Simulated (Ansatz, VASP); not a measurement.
# One calculation of Al, two programs

```xyz
4
Lattice="2.7439 0.0000 0.0000 -1.3719 2.3763 0.0000 0.0000 0.0000 9.1052" Properties=species:S:1:pos:R:3 pbc="T T T"
Al   -1.3719    2.3763    0.0000
Al   -1.3719    2.3763    4.5526
Al    0.0000    1.5842    2.2763
Al    1.3719    0.7921    6.8289
```

Alike in both runs: task single point; functional RPBE; k mesh 14 × 14 × 4; occupations fermi-dirac, width 0.1 eV; no spin polarisation.

```csv
,VASP,Ansatz
version,VASP 6.6.1,Ansatz 0.2.0
potentials or method,"VASP PAW PBE potentials, release 64 (Al), cutoff 520 eV","plane waves (420 eV) with PAW, scalar-relativistic"
valence electrons in the cell,12,12
```

```tsv
	VASP	Ansatz	Ansatz less VASP
pressure (GPa)	12.5	12.7	+0.26
traceless stress, the component that is largest in VASP (GPa)	-0.40	-0.40	-0.002
```

VASP's potentials were made for PBE, not for RPBE.
